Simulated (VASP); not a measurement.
# CrSi8Mo3 (P4/mmm) in VASP: relaxation of cell and atoms with PBE

Aim: the relaxation of cell and atoms of CrSi8Mo3 with PBE.

All numbers are computed with VASP 6.6.1; they aren't measurements. Logs are shortened: lines on timing, memory, paths and dates and some standing lists are left out, and cuts for length are marked.

## Step 1: The cell of the first run

It takes space group P4/mmm (No. 123, tetragonal). Conventional cell: a = 4.510 Å, b = 4.510 Å, c = 7.797 Å, α = 90.00°, β = 90.00°, γ = 90.00°. Within 3.4 Å of Cr (site symmetry 4/mmm) lie 10 Si at 2.57 to 2.58 Å and 4 Mo at 3.19 Å. Within 3.3 Å of Si (site symmetry 2mm) lie 9 Si at 2.52 to 3.19 Å and 2 Cr at 2.58 Å and 3 Mo at 2.58 to 2.64 Å. Within 3.4 Å of Si (site symmetry 4mm) lie 1 Cr at 2.57 Å and 9 Si at 2.61 to 3.19 Å and 4 Mo at 2.62 Å. Si (site symmetry 4mm) has 9 Si at 2.59 to 3.19 Å and 5 Mo at 2.60 to 2.61 Å within 3.4 Å. Within 3.4 Å of Mo (site symmetry mmm) lie 10 Si at 2.60 to 2.64 Å and 4 Mo at 3.19 Å. Within 3.4 Å of Mo (site symmetry 4/mmm) lie 10 Si at 2.58 to 2.61 Å and 4 Cr at 3.19 Å.

## Step 2: Relaxation of cell and atoms, PBE

INCAR

```
SYSTEM = CrSi8Mo3
  PREC = Accurate
  ENCUT = 600
  EDIFF = 1E-6
  ISMEAR = 0
  SIGMA = 0.1
  LREAL = .False.
  LASPH = .True.
  NELM = 60
  ALGO = Fast
  ISIF = 3
  LWAVE = .False.
  LCHARG = .False.
  GGA = PE
  IBRION = 2
  NSW = 100
  EDIFFG = -0.01
```

KPOINTS

```
Automatic mesh
0
Gamma
  8 8 6
  0 0 0
```

POSCAR

```
CrSi8Mo3
1.0
    4.5096727000      0.0000000000      0.0000000000
    0.0000000000      4.5096727000      0.0000000000
    0.0000000000      0.0000000000      7.7968965000
Cr Si Mo
1 8 3
Direct
    0.0000000000      0.0000000000      0.5000000000
    0.0000000000      0.5000000000      0.6615480000
    0.0000000000      0.0000000000      0.1702970000
    0.5000000000      0.5000000000      0.1657770000
    0.5000000000      0.0000000000      0.6615480000
    0.0000000000      0.5000000000      0.3384520000
    0.0000000000      0.0000000000      0.8297030000
    0.5000000000      0.5000000000      0.8342230000
    0.5000000000      0.0000000000      0.3384520000
    0.0000000000      0.5000000000      0.0000000000
    0.5000000000      0.5000000000      0.5000000000
    0.5000000000      0.0000000000      0.0000000000
```

Potentials or basis: VASP PAW PBE potentials, release 64 (Cr_pv, Si, Mo_sv).

Run with:

```sh
> cat potpaw_PBE.64/Cr_pv/POTCAR potpaw_PBE.64/Si/POTCAR potpaw_PBE.64/Mo_sv/POTCAR > POTCAR
> mpirun -np 1 vasp_std > vasp.out
```

OUTCAR:

```text
SYSTEM = CrSi8Mo3
   PREC = Accurate
   ENCUT = 600
   EDIFF = 1E-6
   ISMEAR = 0
   LREAL = .False.
   LASPH = .True.
   NELM = 60
   ISIF = 3
   GGA = PE
   IBRION = 2
   NSW = 100
   EDIFFG = -0.01

 ion  position               nearest neighbor table
   1  0.000  0.000  0.500-   3 2.57   7 2.57   5 2.58   6 2.58   2 2.58   9 2.58   2 2.58   6 2.58
                             5 2.58   9 2.58  11 3.19  11 3.19  11 3.19  11 3.19
   2  0.000  0.500  0.662-   6 2.52   1 2.58  11 2.58   1 2.58  11 2.58   7 2.61   7 2.61   8 2.63
                             8 2.63  10 2.64
   3  0.000  0.000  0.170-   1 2.57   6 2.61   9 2.61   6 2.61   9 2.61  10 2.62  10 2.62  12 2.62
                            12 2.62   7 2.66
   4  0.500  0.500  0.166-   8 2.59  10 2.60  12 2.60  12 2.60  10 2.60  11 2.61   9 2.63   9 2.63
                             6 2.63   6 2.63
   5  0.500  0.000  0.662-   9 2.52   1 2.58  11 2.58  11 2.58   1 2.58   7 2.61   7 2.61   8 2.63
                             8 2.63  12 2.64
   6  0.000  0.500  0.338-   2 2.52   1 2.58  11 2.58   1 2.58  11 2.58   3 2.61   3 2.61   4 2.63
                             4 2.63  10 2.64
   7  0.000  0.000  0.830-   1 2.57   2 2.61   5 2.61   2 2.61   5 2.61  10 2.62  10 2.62  12 2.62
                            12 2.62   3 2.66
   8  0.500  0.500  0.834-   4 2.59  10 2.60  12 2.60  12 2.60  10 2.60  11 2.61   5 2.63   5 2.63
                             2 2.63   2 2.63
   9  0.500  0.000  0.338-   5 2.52   1 2.58  11 2.58  11 2.58   1 2.58   3 2.61   3 2.61   4 2.63
                             4 2.63  12 2.64
  10  0.000  0.500  0.000-   4 2.60   8 2.60   4 2.60   8 2.60   3 2.62   7 2.62   7 2.62   3 2.62
                             2 2.64   6 2.64  12 3.19  12 3.19  12 3.19  12 3.19
  11  0.500  0.500  0.500-   2 2.58   5 2.58   6 2.58   9 2.58   5 2.58   9 2.58   2 2.58   6 2.58
                             8 2.61   4 2.61   1 3.19   1 3.19   1 3.19   1 3.19
  12  0.500  0.000  0.000-   4 2.60   8 2.60   4 2.60   8 2.60   7 2.62   3 2.62   3 2.62   7 2.62
                             5 2.64   9 2.64  10 3.19  10 3.19  10 3.19  10 3.19

  LATTYP: Found a simple tetragonal cell.
 ALAT       =     4.5096727000
 C/A-ratio  =     1.7289273565

  Lattice vectors:

 A1 = (   4.5096727000,   0.0000000000,   0.0000000000)
 A2 = (   0.0000000000,   4.5096727000,   0.0000000000)
 A3 = (   0.0000000000,   0.0000000000,   7.7968965000)

Analysis of symmetry for initial positions (statically):
=====================================================================
 Subroutine PRICEL returns:
 Original cell was already a primitive cell.

 Routine SETGRP: Setting up the symmetry group for a
 simple tetragonal supercell.

 Subroutine GETGRP returns: Found 16 space group operations
 (whereof 16 operations were pure point group operations)
 out of a pool of 16 trial point group operations.

The static configuration has the point symmetry D_4h.

Analysis of symmetry for dynamics (positions and initial velocities):
=====================================================================
 Subroutine PRICEL returns:
 Original cell was already a primitive cell.

 Routine SETGRP: Setting up the symmetry group for a
 simple tetragonal supercell.

 Subroutine GETGRP returns: Found 16 space group operations
 (whereof 16 operations were pure point group operations)
 out of a pool of 16 trial point group operations.

The dynamic configuration has the point symmetry D_4h.

 Subroutine INISYM returns: Found 16 space group operations
 (whereof 16 operations are pure point group operations),
 and found     1 'primitive' translations

----------------------------------------------------------------------------------------

                                     Primitive cell

  volume of cell :     158.5666

  direct lattice vectors                    reciprocal lattice vectors
     4.509672700  0.000000000  0.000000000     0.221745583  0.000000000  0.000000000
     0.000000000  4.509672700  0.000000000     0.000000000  0.221745583  0.000000000
     0.000000000  0.000000000  7.796896500     0.000000000  0.000000000  0.128256159

  length of vectors
     4.509672700  4.509672700  7.796896500     0.221745583  0.221745583  0.128256159

  position of ions in fractional coordinates (direct lattice)
     0.000000000  0.000000000  0.500000000
[... 40 lines left out ...]
     0.000000000  0.000000000  0.021376027     0.000000000  0.000000000  0.166666667

  Length of vectors
     0.027718198  0.027718198  0.021376027

  Shift w.r.t. Gamma in fractional coordinates (k-lattice)
     0.000000000  0.000000000  0.000000000

 Subroutine IBZKPT returns following result:
 ===========================================

 Found     60 irreducible k-points:

 Following reciprocal coordinates:
            Coordinates               Weight
  0.000000  0.000000  0.000000      1.000000
  0.125000  0.000000  0.000000      4.000000
  0.250000  0.000000  0.000000      4.000000
  0.375000  0.000000  0.000000      4.000000
  0.500000  0.000000  0.000000      2.000000
  0.125000  0.125000  0.000000      4.000000
[... 16 lines left out ...]
  0.375000  0.125000  0.166667     16.000000
  0.500000  0.125000  0.166667      8.000000
 [... further k-points ...]
   k-points           NKPTS =     60   k-points in BZ     NKDIM =     60   number of bands    NBANDS=     51
   number of dos      NEDOS =    301   number of ions     NIONS =     12
   total plane-waves  NPLWV =  82944
   dimension x,y,z NGX =    36 NGY =   36 NGZ =   64
   dimension x,y,z NGXF=    72 NGYF=   72 NGZF=  128
   ions per type =               1   8   3
   NGX,Y,Z   is equivalent  to a cutoff of  13.27, 13.27, 13.65 a.u.
   NGXF,Y,Z  is equivalent  to a cutoff of  26.54, 26.54, 27.29 a.u.
 SYSTEM =  CrSi8Mo3
   PREC   = accura    normal or accurate (medium, high low for compatibility)
   ISTART =      0    job   : 0-new  1-cont  2-samecut
   ICHARG =      2    charge: 1-file 2-atom 10-const
   ISPIN  =      1    spin polarized calculation?
   LNONCOLLINEAR =      F non collinear calculations
   LSORBIT =      F    spin-orbit coupling
   LASPH  =      T    aspherical Exc in radial PAW
   ENCUT  =  600.0 eV  44.10 Ry    6.64 a.u.   9.01  9.01 15.57*2*pi/ulx,y,z
   NELM   =     60;   NELMIN=  2; NELMDL= -5     # of ELM steps
   EDIFF  = 0.1E-05   stopping-criterion for ELM
   LREAL  =      F    real-space projection
   EDIFFG = -.1E-01   stopping-criterion for IOM
   NSW    =    100    number of steps for IOM
   IBRION =      2    ionic relax: 0-MD 1-quasi-New 2-CG
   NFREE  =      1    steps in history (QN), initial steepest desc. (CG)
   ISIF   =      3    stress and relaxation
   ISYM   =      2    0-nonsym 1-usesym 2-fastsym
   POTIM  = 0.5000    time-step for ionic-motion
   TEBEG  =    0.0;   TEEND  =   0.0 temperature during run
   PSTRESS=    0.0 pullay stress
   NELECT =      86.0000    total number of electrons
   NUPDOWN=      -1.0000    fix difference up-down
   EMIN   =  10.00;   EMAX   =-10.00  energy-range for DOS
   EFERMI =   0.00;   METHOD = LEGACY
   ISMEAR =     0;   SIGMA  =   0.10  broadening in eV -4-tet -1-fermi 0-gaus
   EFERMI_NEDOS =   21; number of points for ismear=-14 and -15
   IALGO  =     68    algorithm
   IMIX   =      4    mixing-type and parameters
     AMIX     =   0.40;   BMIX     =  1.00
     AMIX_MAG =   1.60;   BMIX_MAG =  1.00
  volume/ion in A,a.u.               =      13.21        89.17
  Fermi-wavevector in a.u.,A,eV,Ry     =   1.335069  2.522915 24.251150  1.782409
  Thomas-Fermi vector in A             =   2.463802
   LORBIT       =      0    0 simple, 1 ext, 2 COOP (PROOUT), +10 PAW based schemes
   GGA     = PE    functional components
   LHFCALC =     F    Hartree Fock is set to
   AEXX    =    0.0000 exact exchange contribution
   IVDW    =     0    specifies the selected vdW correction
   LEPSILON=     F    determine dielectric tensor
   LRPA    =     F    only Hartree local field effects (RPA)
 conjugate gradient relaxation of ions
 non-spin polarized calculation
 RMM-DIIS sequential band-by-band and
 Gauss-broadening in eV      SIGMA  =   0.10
  energy-cutoff  :      600.00
  volume of cell :      158.57
 maximum number of plane-waves:      5336
   NGX = 19   NGY = 19   NGZ = 31

 number of electron      86.0000006 magnetization

 Free energy of the ion-electron system (eV)
  ---------------------------------------------------
  ext. energy  EPLUGINS =         0.00000000
  ---------------------------------------------------
  free energy    TOTEN  =       -91.05201006 eV

  energy without entropy =      -91.04711287  energy(sigma->0) =      -91.04956146

 E-fermi :  11.9704     XC(G=0): -12.3723

 val. band max:       11.9631851144   @ k =   0.2500   0.1250   0.0000
 cond. band min:      11.9713948647   @ k =   0.3750   0.0000   0.0000
 fundamental gap:      0.0082097503
 Fermi energy:        11.9704052223

 k-point     1 :       0.0000    0.0000    0.0000
  band No.  band energies     occupation
      1     -48.7181      2.00000
      2     -48.7032      2.00000
      3     -48.6804      2.00000
      4     -31.0026      2.00000
      5     -31.0026      2.00000
      6     -30.8934      2.00000
[... 1285 lines left out ...]
     50      14.2925      0.00000
     51      14.9121      0.00000

 [... further k-points ...]

------------------------ aborting loop because EDIFF is reached ----------------------------------------

  FORCE on cell =-STRESS in cart. coord.  units (eV):
  Direction    XX          YY          ZZ          XY          YZ          ZX
  --------------------------------------------------------------------------------------
  -------------------------------------------------------------------------------------
  Total        0.0926272      0.0926272      0.0518286      0.0000000     -0.0000000      0.0000000
  in kB        0.9359168      0.9359168      0.5236823      0.0000000     -0.0000000      0.0000000
  external PRESSURE =       0.7985053 kB  Pullay stress =       0.0000000 kB

 VOLUME and BASIS-vectors are now :
 -----------------------------------------------------------------------------
  energy-cutoff  :      600.00
  volume of cell :      158.57
      direct lattice vectors                 reciprocal lattice vectors
     4.509672700  0.000000000  0.000000000     0.221745583  0.000000000  0.000000000
     0.000000000  4.509672700  0.000000000     0.000000000  0.221745583  0.000000000
     0.000000000  0.000000000  7.796896500     0.000000000  0.000000000  0.128256159

 POSITION                                       TOTAL-FORCE (eV/Angst)
 -----------------------------------------------------------------------------------
      0.00000      0.00000      3.89845         0.000000     -0.000000      0.000000
      0.00000      2.25484      5.15802        -0.000000     -0.000000     -0.000831
      0.00000      0.00000      1.32779        -0.000000     -0.000000      0.008878
      2.25484      2.25484      1.29255         0.000000      0.000000      0.004118
      2.25484      0.00000      5.15802         0.000000     -0.000000     -0.000831
      0.00000      2.25484      2.63888         0.000000     -0.000000      0.000831
      0.00000      0.00000      6.46911         0.000000     -0.000000     -0.008878
      2.25484      2.25484      6.50435         0.000000      0.000000     -0.004118
      2.25484      0.00000      2.63888        -0.000000     -0.000000      0.000831
      0.00000      2.25484      0.00000         0.000000     -0.000000      0.000000
      2.25484      2.25484      3.89845         0.000000     -0.000000      0.000000
      2.25484      0.00000      0.00000         0.000000     -0.000000      0.000000
 -----------------------------------------------------------------------------------
    total drift:                                0.000000      0.000000     -0.000000

  FREE ENERGIE OF THE ION-ELECTRON SYSTEM (eV)
  ---------------------------------------------------
  free  energy   TOTEN  =       -91.0520100561 eV

  energy  without entropy=      -91.0471128722  energy(sigma->0) =      -91.04956146

 reached required accuracy - stopping structural energy minimisation
```

Wall time 22 min (1 thread of Oxide Virtual Turin-like, shared host); peak memory 0.58 GiB.

What came out:

```
Free energy                  : -91.0520 eV
Pressure after relaxing      : 0.1 GPa
Largest force after relaxing : 0.009 eV/Å
Band gap on the k mesh       : zero (bands 43 and 44 overlap by 0.77 eV)
```

Forces in eV/Å, atoms in the order of the input:
```
Cr   0.000  0.000  0.000
Si   0.000  0.000 -0.001
Si   0.000  0.000  0.009
Si   0.000  0.000  0.004
Si   0.000  0.000 -0.001
Si   0.000  0.000  0.001
Si   0.000  0.000 -0.009
Si   0.000  0.000 -0.004
Si   0.000  0.000  0.001
Mo   0.000  0.000  0.000
Mo   0.000  0.000  0.000
Mo   0.000  0.000  0.000
```

Final structure:
```xyz
12
Lattice="4.5097 0.0000 0.0000 0.0000 4.5097 0.0000 0.0000 0.0000 7.7969" Properties=species:S:1:pos:R:3 pbc="T T T"
Cr    0.0000    0.0000    3.8984
Si    0.0000    2.2548    5.1580
Si    0.0000    0.0000    1.3278
Si    2.2548    2.2548    1.2925
Si    2.2548    0.0000    5.1580
Si    0.0000    2.2548    2.6389
Si    0.0000    0.0000    6.4691
Si    2.2548    2.2548    6.5044
Si    2.2548    0.0000    2.6389
Mo    0.0000    2.2548    0.0000
Mo    2.2548    2.2548    3.8984
Mo    2.2548    0.0000    0.0000
```

Levels at points of the mesh, in eV from the Fermi level:
```tsv
k point	band 40	band 41	band 42	band 43	band 44	band 45	band 46	band 47
(0.00, 0.00, 0.00)	-0.49	-0.49	-0.42	-0.42	0.11	0.54	1.40	1.81
(0.50, 0.00, 0.00)	-1.55	-1.50	-0.81	-0.66	0.20	0.41	1.17	1.84
(0.50, 0.50, 0.00)	-0.65	-0.60	-0.59	-0.59	1.14	1.28	1.97	1.98
(0.00, 0.00, 0.50)	-1.59	-1.59	0.12	0.20	0.53	0.58	1.52	1.52
(0.50, 0.00, 0.50)	-1.90	-1.88	-1.87	-1.63	1.04	1.20	1.47	1.54
(0.50, 0.50, 0.50)	-0.47	-0.45	-0.45	-0.42	1.20	1.67	2.31	2.32
```

Caveat: the relaxation stopped at its first step, so nothing moved; the run has no spin polarisation, though such a crystal can be magnetic. Spin polarisation is off, so any magnetic state and its effect on volume and gap are missing.
